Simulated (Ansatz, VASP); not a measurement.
# One calculation of AlRu, two programs

```xyz
2
Lattice="2.9764 0.0000 0.0000 0.0000 2.9764 0.0000 0.0000 0.0000 2.9764" Properties=species:S:1:pos:R:3 pbc="T T T"
Al    0.0000    0.0000    0.0000
Ru    1.4882    1.4882    1.5257
```

Change from the starting cell: all Ru atoms moved +0.037 Å, as atom 2 along Cartesian [0 0 1].

Alike in both runs: task single point; functional PBEsol; k mesh 20 × 20 × 20; occupations gaussian, width 0.15 eV; no spin polarisation.

|  | VASP | Ansatz |
| --- | --- | --- |
| version | VASP 6.6.1 | Ansatz 0.2.0 |
| potentials or method | VASP PAW PBE potentials, release 64 (Al, Ru_pv), cutoff 520 eV | scalar-relativistic, plane waves, PAW |
| valence electrons in the cell | 17 | 19 |

|  | VASP | Ansatz | Ansatz less VASP |
| --- | --- | --- | --- |
| gap on the k mesh at the Fermi level (eV) | none | none | - |
| pressure (GPa) | 0.0 | 0.1 | +0.04 |
| traceless stress, the component that is largest in VASP (GPa) | -0.08 | -0.08 | +0.002 |
| rms of the force components (eV/Å) | 0.177 | 0.175 | -0.0018 |

VASP's potentials were made for PBE, not for PBEsol. Atom by atom the forces differ by 0.002 eV/Å (rms over components). A gap of «none» marks a metal or a gap that the smearing closes. VASP's potentials hold 17 valence electrons a cell and Ansatz's 19, so a difference there can come from the potentials and not from the codes.
